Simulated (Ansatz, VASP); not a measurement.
## ZnPt in VASP and in Ansatz

```
CELL_PARAMETERS angstrom
2.86400 0.00716 0.00000
0.00716 2.86400 0.00000
0.00000 0.00000 3.51000
ATOMIC_POSITIONS crystal
Zn 0.50000 0.50000 0.50000
Pt 0.00000 0.00000 0.00000
```

Change from the starting cell: strain +0.0050 x Voigt [0, 0, 0, 0, 0, 1], atoms carried along.

Alike in both runs: task single point; functional LDA; k mesh 16 × 16 × 14; occupations gaussian, width 0.15 eV; no spin polarisation.

|  | VASP | Ansatz |
| --- | --- | --- |
| version | VASP 6.6.1 | Ansatz 0.2.0 |
| potentials or method | VASP PAW LDA potentials, release 64 (Zn, Pt), cutoff 520 eV | scalar-relativistic, plane waves, PAW |
| valence electrons in the cell | 22 | 30 |

```csv
,VASP,Ansatz,Ansatz less VASP
gap on the k mesh at the Fermi level (eV),none,none,-
pressure (GPa),-9.9,-11.0,-1.08
"traceless stress, the component that is largest in VASP (GPa)",-0.26,-0.25,+0.005
```

LDA's correlation is that of Perdew and Zunger in VASP and of Perdew and Wang (1992) in Ansatz. A gap of «none» marks a metal or a gap that the smearing closes. VASP's potentials hold 22 valence electrons a cell and Ansatz's 30, so a difference there can come from the potentials and not from the codes.

Spin-orbit coupling is off throughout.
